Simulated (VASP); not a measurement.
Here is a VASP 6.6.1 calculation.

The input INCAR:

```
SYSTEM = W
PREC     = Accurate       ! precision mode
ENCUT    = 520            ! plane-wave cutoff, eV
EDIFF    = 1E-7           ! SCF threshold, eV
ISMEAR   = -1             ! smearing method
SIGMA    = 0.05           ! smearing width, eV
LREAL    = .False.        ! projectors in reciprocal space
LASPH    = .True.         ! aspherical terms in the spheres
NELM     = 60             ! most SCF steps
ALGO     = Normal         ! electronic algorithm
ISIF     = 2              ! what is computed and relaxed
LWAVE    = .False.        ! write WAVECAR
LCHARG   = .True.         ! write CHGCAR
GGA      = CA             ! functional
LELF     = .True.         ! ELF
LVHAR    = .True.       
NBANDS   = 13             ! bands
```

The input KPOINTS:

```
Automatic mesh
0
Gamma
  14 14 14
  0 0 0
```

Contents of POSCAR:

```
W
1.0
    0.0203000000      2.0401500000      2.0401500000
    2.0401500000      0.0203000000      2.0401500000
    2.0401500000      2.0401500000      0.0203000000
W
1
Direct
    0.0000000000      0.0000000000      0.0000000000
```

Potentials or basis: VASP PAW LDA potentials, release 64 (W_sv).

Run with:

```console
$ cat potpaw_LDA.64/W_sv/POTCAR > POTCAR
$ mpirun -np 1 vasp_std > vasp.out
```

**Question.** Estimate the band gap on the k mesh.

**Answer.** Zero (band 7 reaches 13.18 eV, above the bottom of band 8 at 9.61 eV).

**Question.** Predict the pressure.

**Answer.** -16.3 GPa.

Stress tensor (GPa, compression positive):
```
-16.28   1.22   1.22
  1.22 -16.28   1.22
  1.22   1.22 -16.28
```

Caveat: the cell differs from its parent crystal (equal xy, yz and zx shear strains of +1 %); spin-orbit coupling is left out, which moves the levels of the heavy elements.
